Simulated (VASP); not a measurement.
# Cd32HO31 (a cell with a defect) in VASP: single point with PBEsol

Aim: the single point of Cd32HO31 (a cell with a defect) with PBEsol.

Everything below comes from runs of VASP 6.6.1. Logs are shortened: lines on timing, memory, paths and dates and some standing lists are left out, and cuts for length are marked.

## 1. The cell of the first run

The cell holds a defect, 64 atoms: a = 9.381 Å, b = 9.381 Å, c = 9.381 Å, α = 90.00°, β = 90.00°, γ = 90.00°.

## 2. Single point, PBEsol

Contents of INCAR:

```
SYSTEM = Cd32HO31
ALGO = Normal
EDIFF = 1E-6
ENCUT = 520
GGA = PS
GGA_COMPAT = .FALSE.
ISIF = 2
ISMEAR = -1
ISYM = 0
LASPH = .TRUE.
LCHARG = .FALSE.
LREAL = Auto
LWAVE = .FALSE.
NBANDS = 324
NELECT = 570.0
NELM = 120
PREC = Accurate
SIGMA = 0.05
```

Contents of KPOINTS:

```
Automatic mesh
0
Gamma
  1 1 1
  0.25 0.25 0.25
```

Contents of POSCAR:

```
Cd32HO31
1.0
    9.3811470000      0.0000000000      0.0000000000
    0.0000000000      9.3811470000      0.0000000000
    0.0000000000      0.0000000000      9.3811470000
O H Cd
31 1 32
Direct
    0.2502260000      0.9996210000      0.0004080000
    0.2500530000      0.0000520000      0.5000730000
    0.2498350000      0.4995320000      0.9999950000
    0.7498990000      0.9992440000      0.0003450000
    0.7499780000      0.9995880000      0.5003200000
    0.7500590000      0.4999070000      0.0003890000
    0.7500680000      0.4994250000      0.5001820000
    0.0010240000      0.2504910000      0.0004440000
    0.0036730000      0.2533270000      0.5006980000
    0.0011180000      0.7487420000      0.0001920000
    0.0036740000      0.7460900000      0.5002610000
    0.4991460000      0.2506760000      0.0003190000
    0.4967240000      0.2531670000      0.5002080000
    0.4986310000      0.7484400000      0.0001540000
    0.4959760000      0.7456780000      0.4996870000
    0.0010210000      0.9996980000      0.2513130000
    0.0010100000      0.9996130000      0.7495020000
    0.0037580000      0.5000900000      0.2540560000
    0.0034860000      0.4995890000      0.7465720000
    0.4990840000      0.9996670000      0.2512340000
    0.4990750000      0.9993830000      0.7494460000
    0.4962090000      0.4994930000      0.2539830000
    0.4962320000      0.4992910000      0.7464230000
    0.2503630000      0.2535010000      0.2540070000
    0.2501360000      0.2530160000      0.7467790000
    0.2499350000      0.7456980000      0.2541650000
    0.2495430000      0.7459090000      0.7461240000
    0.7503020000      0.2506800000      0.2510130000
    0.7500280000      0.2505570000      0.7497190000
    0.7499970000      0.7488000000      0.2513120000
    0.7498930000      0.7486240000      0.7492020000
    0.2495130000      0.4976810000      0.5014010000
    0.9995940000      0.9996840000      0.0004720000
    0.9993430000      0.9998050000      0.5003930000
    0.9992130000      0.4995350000      0.0004690000
    0.9962430000      0.4997240000      0.5002390000
    0.5005600000      0.9995370000      0.0003120000
    0.5007990000      0.9995050000      0.5004000000
    0.5007320000      0.4995650000      0.0001320000
    0.5039060000      0.4994500000      0.5003020000
    0.2500980000      0.2488700000      0.0003690000
    0.2502300000      0.2461780000      0.5003250000
    0.2500000000      0.7503180000      0.0000620000
    0.2497970000      0.7538580000      0.5002030000
    0.7501540000      0.2491210000      0.0003410000
    0.7502880000      0.2488840000      0.5003160000
    0.7498860000      0.7500590000      0.0000980000
    0.7498370000      0.7502890000      0.5002780000
    0.2500590000      0.9998080000      0.2495570000
    0.2500500000      0.9995190000      0.7510320000
    0.2500280000      0.4996790000      0.2461400000
    0.2499150000      0.4995310000      0.7539550000
    0.7501550000      0.9997120000      0.2498710000
    0.7500570000      0.9996880000      0.7507210000
    0.7500890000      0.4996420000      0.2495630000
    0.7499030000      0.4995800000      0.7510010000
    0.9998340000      0.2493670000      0.2500760000
    0.9997630000      0.2491460000      0.7507590000
    0.9995110000      0.7501500000      0.2497250000
    0.9994560000      0.7500310000      0.7507340000
    0.5006270000      0.2491450000      0.2497610000
    0.5005390000      0.2490820000      0.7507390000
    0.5005010000      0.7500530000      0.2497100000
    0.5002460000      0.7498450000      0.7503640000
```

Potentials or basis: VASP PAW PBE potentials, release 64 (O, H, Cd).

The run is started by

```console
> cat potpaw_PBE.64/O/POTCAR potpaw_PBE.64/H/POTCAR potpaw_PBE.64/Cd/POTCAR > POTCAR
> mpirun -np 1 vasp_std > vasp.out
```

OUTCAR:

```text
SYSTEM = Cd32HO31
   EDIFF = 1E-6
   ENCUT = 520
   GGA = PS
   ISIF = 2
   ISMEAR = -1
   ISYM = 0
   LASPH = .TRUE.
   LREAL = Auto
   NELECT = 570.0
   NELM = 120
   PREC = Accurate

 ion  position               nearest neighbor table
   1  0.250  1.000  0.000-  49 2.34  41 2.34  43 2.34  50 2.34  37 2.35  33 2.35
   2  0.250  0.000  0.500-  42 2.31  44 2.31  49 2.35  34 2.35  38 2.35  50 2.35
   3  0.250  0.500  1.000-  52 2.31  51 2.31  35 2.35  41 2.35  43 2.35  39 2.35
   4  0.750  0.999  0.000-  47 2.34  37 2.34  53 2.34  54 2.34  33 2.34  45 2.34
   5  0.750  1.000  0.500-  38 2.34  46 2.34  48 2.34  34 2.34  54 2.35  53 2.35
   6  0.750  0.500  0.000-  35 2.34  55 2.34  39 2.34  56 2.34  47 2.35  45 2.35
[... 23 lines left out ...]
  30  0.750  0.749  0.251-  48 2.34  55 2.34  63 2.34  59 2.34  53 2.35  47 2.36
  31  0.750  0.749  0.749-  48 2.34  56 2.34  60 2.34  64 2.34  47 2.35  54 2.36
  32  0.250  0.498  0.501-
  33  1.000  1.000  0.000-   4 2.34   1 2.35   8 2.35  16 2.35  10 2.35  17 2.35  59 3.31  53 3.31
                            45 3.31  58 3.31  57 3.31  54 3.31  47 3.31  60 3.31  49 3.31  41 3.31
  34  0.999  1.000  0.500-  16 2.34  17 2.34   5 2.34   2 2.35   9 2.38  11 2.38  44 3.29  42 3.30
                            46 3.30  48 3.31  54 3.31  58 3.31  53 3.31  57 3.32  60 3.32  59 3.32
  35  0.999  0.500  0.000-   8 2.34   6 2.34  10 2.34   3 2.35  18 2.38  19 2.38  51 3.29  52 3.30
                            55 3.30  56 3.31  45 3.31  57 3.32  47 3.32  59 3.32  58 3.32  60 3.32
  36  0.996  0.500  0.500-   7 2.31  18 2.31  19 2.31  11 2.31   9 2.31  46 3.30  55 3.30  48 3.30
                            56 3.30  57 3.32  60 3.32  59 3.32  58 3.32  52 3.37  42 3.37  44 3.37
  37  0.501  1.000  0.000-   4 2.34   1 2.35  21 2.35  20 2.35  14 2.36  12 2.36  47 3.31  63 3.31
                            61 3.31  54 3.31  62 3.31  53 3.31  45 3.31  64 3.31  49 3.32  43 3.32
  38  0.501  1.000  0.500-  21 2.34  20 2.34   5 2.34   2 2.35  13 2.38  15 2.38  44 3.29  42 3.30
                            48 3.31  46 3.31  54 3.31  64 3.31  53 3.32  62 3.32  63 3.32  61 3.32
  39  0.501  0.500  0.000-  14 2.33  12 2.33   6 2.34   3 2.35  23 2.38  22 2.38  51 3.30  52 3.30
                            56 3.31  55 3.31  47 3.31  45 3.32  62 3.32  64 3.32  61 3.32  63 3.32
  40  0.504  0.499  0.500-   7 2.31  23 2.31  15 2.31  13 2.31  22 2.31  56 3.29  48 3.30  55 3.30
                            46 3.30  64 3.32  62 3.32  61 3.32  63 3.32  42 3.36  52 3.37  51 3.37
  41  0.250  0.249  0.000-  12 2.34   8 2.34   1 2.34   3 2.35  25 2.38  24 2.38  51 3.29  52 3.30
[... 33 lines left out ...]
  58  1.000  0.249  0.751-  17 2.34   8 2.34  29 2.34   9 2.35  25 2.35  19 2.35  54 3.31  33 3.31
                            45 3.31  34 3.31  50 3.32  46 3.32  41 3.32  35 3.32  56 3.32  52 3.32
  59  1.000  0.750  0.250-  30 2.34  10 2.34  16 2.34  18 2.35  26 2.35  11 2.35  33 3.31  53 3.31
                            47 3.31  35 3.32  55 3.32  43 3.32  49 3.32  48 3.32  34 3.32  44 3.32
  60  0.999  0.750  0.751-  10 2.34  31 2.34  17 2.34  27 2.35  19 2.35  11 2.35  47 3.31  54 3.31
                            33 3.31  43 3.32  56 3.32  48 3.32  50 3.32  34 3.32  35 3.32  36 3.32
  61  0.501  0.249  0.250-  12 2.34  20 2.34  28 2.34  24 2.35  22 2.35  13 2.35  45 3.31  53 3.31
                            37 3.31  49 3.32  41 3.32  55 3.32  39 3.32  46 3.32  38 3.32  40 3.32
  62  0.501  0.249  0.751-  29 2.34  12 2.34  21 2.34  23 2.35  25 2.35  13 2.35  54 3.31  37 3.31
                            45 3.31  56 3.32  39 3.32  38 3.32  50 3.32  41 3.32  46 3.32  42 3.32
  63  0.501  0.750  0.250-  30 2.34  14 2.34  20 2.34  15 2.35  22 2.35  26 2.35  37 3.31  47 3.31
                            53 3.31  48 3.32  55 3.32  39 3.32  38 3.32  43 3.32  49 3.32  51 3.32
  64  0.500  0.750  0.750-  21 2.34  31 2.34  14 2.34  23 2.35  15 2.35  27 2.35  47 3.31  38 3.31
                            37 3.31  54 3.31  48 3.31  50 3.32  56 3.32  43 3.32  39 3.32  40 3.32

IMPORTANT INFORMATION: All symmetrisations will be switched off!
NOSYMM: (Re-)initialisation of all symmetry stuff for point group C_1.

----------------------------------------------------------------------------------------

                                     Primitive cell

  volume of cell :     825.5965

  direct lattice vectors                    reciprocal lattice vectors
     9.381147000  0.000000000  0.000000000     0.106596773  0.000000000  0.000000000
     0.000000000  9.381147000  0.000000000     0.000000000  0.106596773  0.000000000
     0.000000000  0.000000000  9.381147000     0.000000000  0.000000000  0.106596773

  length of vectors
     9.381147000  9.381147000  9.381147000     0.106596773  0.106596773  0.106596773

  position of ions in fractional coordinates (direct lattice)
     0.250226000  0.999621000  0.000408000
     0.250053000  0.000052000  0.500073000
     0.249835000  0.499532000  0.999995000
     0.749899000  0.999244000  0.000345000
     0.749978000  0.999588000  0.500320000
     0.750059000  0.499907000  0.000389000
[... 157 lines left out ...]
  0.250000 -0.250000  0.250000      2.000000
   k-points           NKPTS =      4   k-points in BZ     NKDIM =      4   number of bands    NBANDS=    324
   number of dos      NEDOS =    301   number of ions     NIONS =     64
   total plane-waves  NPLWV = 343000
   dimension x,y,z NGX =    70 NGY =   70 NGZ =   70
   dimension x,y,z NGXF=   140 NGYF=  140 NGZF=  140
   ions per type =              31   1  32
   NGX,Y,Z   is equivalent  to a cutoff of  12.40, 12.40, 12.40 a.u.
   NGXF,Y,Z  is equivalent  to a cutoff of  24.81, 24.81, 24.81 a.u.
 SYSTEM =  Cd32HO31
   PREC   = accura    normal or accurate (medium, high low for compatibility)
   ISTART =      0    job   : 0-new  1-cont  2-samecut
   ICHARG =      2    charge: 1-file 2-atom 10-const
   ISPIN  =      1    spin polarized calculation?
   LNONCOLLINEAR =      F non collinear calculations
   LSORBIT =      F    spin-orbit coupling
   LASPH  =      T    aspherical Exc in radial PAW
   ENCUT  =  520.0 eV  38.22 Ry    6.18 a.u.  17.44 17.44 17.44*2*pi/ulx,y,z
   NELM   =    120;   NELMIN=  2; NELMDL= -5     # of ELM steps
   EDIFF  = 0.1E-05   stopping-criterion for ELM
   LREAL  =      T    real-space projection
   EDIFFG = 0.1E-04   stopping-criterion for IOM
   NSW    =      0    number of steps for IOM
   IBRION =     -1    ionic relax: 0-MD 1-quasi-New 2-CG
   NFREE  =      0    steps in history (QN), initial steepest desc. (CG)
   ISIF   =      2    stress and relaxation
   ISYM   =      0    0-nonsym 1-usesym 2-fastsym
   POTIM  = 0.5000    time-step for ionic-motion
   TEBEG  =    0.0;   TEEND  =   0.0 temperature during run
   PSTRESS=    0.0 pullay stress
   NELECT =     570.0000    total number of electrons
   NUPDOWN=      -1.0000    fix difference up-down
   EMIN   =  10.00;   EMAX   =-10.00  energy-range for DOS
   EFERMI =   0.00;   METHOD = LEGACY
   ISMEAR =    -1;   SIGMA  =   0.05  broadening in eV -4-tet -1-fermi 0-gaus
   EFERMI_NEDOS =   21; number of points for ismear=-14 and -15
   IALGO  =     38    algorithm
   IMIX   =      4    mixing-type and parameters
     AMIX     =   0.40;   BMIX     =  1.00
     AMIX_MAG =   1.60;   BMIX_MAG =  1.00
  volume/ion in A,a.u.               =      12.90        87.05
  Fermi-wavevector in a.u.,A,eV,Ry     =   1.446918  2.734278 28.484762  2.093571
  Thomas-Fermi vector in A             =   2.564932
   LORBIT       =      0    0 simple, 1 ext, 2 COOP (PROOUT), +10 PAW based schemes
   GGA     = PS    functional components
   LHFCALC =     F    Hartree Fock is set to
   AEXX    =    0.0000 exact exchange contribution
   IVDW    =     0    specifies the selected vdW correction
   LEPSILON=     F    determine dielectric tensor
   LRPA    =     F    only Hartree local field effects (RPA)
 non-spin polarized calculation
  energy-cutoff  :      520.00
  volume of cell :      825.60
 maximum number of plane-waves:     22259
 NGX is ok and might be reduce to    70
   NGX = 35   NGY = 35   NGZ = 35

 number of electron     569.9999762 magnetization

 Free energy of the ion-electron system (eV)
  ---------------------------------------------------
  ext. energy  EPLUGINS =         0.00000000
  ---------------------------------------------------
  free energy    TOTEN  =      -270.44023587 eV

  energy without entropy =     -270.44020460  energy(sigma->0) =     -270.44022023

 E-fermi :   2.3500     XC(G=0): -11.9428

 val. band max:        1.7213253476   @ k =  -0.2500  -0.2500   0.2500
 cond. band min:       2.9166899386   @ k =  -0.2500  -0.2500   0.2500
 fundamental gap:      1.1953645910
 Fermi energy:         2.3499603942

 k-point     1 :       0.2500    0.2500    0.2500
  band No.  band energies     occupation
      1     -15.3419      2.00000
      2     -15.1249      2.00000
      3     -15.1244      2.00000
      4     -15.0940      2.00000
      5     -14.9284      2.00000
      6     -14.9279      2.00000
[... 1189 lines left out ...]
    296       6.2076      0.00000
    297       6.2692      0.00000
 [bands above 297 left out]

------------------------ aborting loop because EDIFF is reached ----------------------------------------

  FORCE on cell =-STRESS in cart. coord.  units (eV):
  Direction    XX          YY          ZZ          XY          YZ          ZX
  --------------------------------------------------------------------------------------
  -------------------------------------------------------------------------------------
  Total       -1.1475939     -1.1857633     -1.1717772     -0.0034717      0.0024277      0.0023464
  in kB       -2.2270553     -2.3011280     -2.2739861     -0.0067372      0.0047113      0.0045535
  external PRESSURE =      -2.2673898 kB  Pullay stress =       0.0000000 kB

 VOLUME and BASIS-vectors are now :
 -----------------------------------------------------------------------------
  energy-cutoff  :      520.00
  volume of cell :      825.60
      direct lattice vectors                 reciprocal lattice vectors
     9.381147000  0.000000000  0.000000000     0.106596773  0.000000000  0.000000000
     0.000000000  9.381147000  0.000000000     0.000000000  0.106596773  0.000000000
     0.000000000  0.000000000  9.381147000     0.000000000  0.000000000  0.106596773

 POSITION                                       TOTAL-FORCE (eV/Angst)
 -----------------------------------------------------------------------------------
      2.34741      9.37759      0.00383        -0.007015     -0.004453     -0.000537
      2.34578      0.00049      4.69126         0.001409      0.000896      0.007477
      2.34374      4.68618      9.38110         0.004277      0.002033     -0.001137
      7.03491      9.37405      0.00324         0.005161      0.007860     -0.002510
      7.03565      9.37728      4.69358         0.002787      0.000017      0.001620
      7.03641      4.68970      0.00365        -0.002576     -0.006202     -0.001267
[... 56 lines left out ...]
      4.69527      7.03636      2.34257        -0.012462     -0.007789     -0.000289
      4.69288      7.03441      7.03927        -0.004756     -0.002775      0.003438
 -----------------------------------------------------------------------------------
    total drift:                                0.003449     -0.020231      0.007927

  FREE ENERGIE OF THE ION-ELECTRON SYSTEM (eV)
  ---------------------------------------------------
  free  energy   TOTEN  =      -270.4402358666 eV

  energy  without entropy=     -270.4402046011  energy(sigma->0) =     -270.44022023
```

It took 79 min on 1 thread of AMD EPYC 7R43 (Zen 3), shared host; peak memory 1.1 GiB.

Results:

| Property | Result |
| --- | --- |
| Free energy | -270.4402 eV |
| Largest force | 0.050 eV/Å |

Forces on the atoms (eV/Å):
```
O   -0.007 -0.004 -0.001
O    0.001  0.001  0.007
O    0.004  0.002 -0.001
O    0.005  0.008 -0.003
O    0.003  0.000  0.002
O   -0.003 -0.006 -0.001
O    0.000  0.008  0.004
O   -0.001 -0.001  0.004
O   -0.024 -0.024 -0.022
O   -0.008  0.003  0.002
O   -0.031  0.023 -0.001
O    0.005 -0.008 -0.002
O    0.025 -0.024  0.004
O    0.015  0.005 -0.006
O    0.031  0.026  0.030
O   -0.001  0.004 -0.004
O   -0.003  0.000  0.002
O   -0.023 -0.025 -0.024
O   -0.022  0.000  0.027
O    0.007 -0.003 -0.004
O    0.000 -0.005 -0.002
O    0.031  0.003 -0.024
O    0.028  0.019  0.026
O   -0.020 -0.024 -0.026
O    0.001 -0.021  0.024
O    0.003  0.033 -0.029
O    0.025  0.023  0.034
O    0.001 -0.010 -0.001
O    0.002 -0.006 -0.005
O   -0.001  0.005 -0.015
O   -0.008  0.008  0.004
H    0.002  0.007 -0.004
Cd   0.004 -0.005 -0.007
Cd   0.005 -0.008  0.000
Cd   0.008  0.007 -0.015
Cd   0.035  0.004  0.009
Cd  -0.006  0.001  0.001
Cd  -0.010  0.008 -0.011
Cd  -0.007 -0.001  0.008
Cd  -0.035 -0.001 -0.015
Cd   0.001  0.005 -0.006
Cd   0.001  0.033  0.004
Cd  -0.007 -0.007  0.009
Cd   0.001 -0.036 -0.011
Cd  -0.004  0.003  0.000
Cd  -0.010  0.004  0.002
Cd   0.003 -0.004  0.009
Cd   0.010 -0.007 -0.005
Cd   0.004 -0.011  0.006
Cd  -0.003  0.007 -0.007
Cd   0.006  0.003  0.037
Cd  -0.008 -0.004 -0.036
Cd  -0.008 -0.002  0.004
Cd   0.001 -0.005  0.002
Cd  -0.009  0.005  0.006
Cd   0.009 -0.003 -0.006
Cd   0.003  0.003  0.003
Cd   0.000  0.009  0.007
Cd   0.008  0.002  0.011
Cd  -0.001 -0.006 -0.008
Cd  -0.001  0.007  0.012
Cd  -0.009 -0.003 -0.006
Cd  -0.012 -0.008  0.000
Cd  -0.005 -0.003  0.003
```

Caveat: the cell carries a net charge on a neutralising background, which shifts energy and pressure; the cell is charged against a uniform background, so pressure and absolute levels hang on convention; the PAW data sets were made with another functional, which shifts forces and pressure a little.
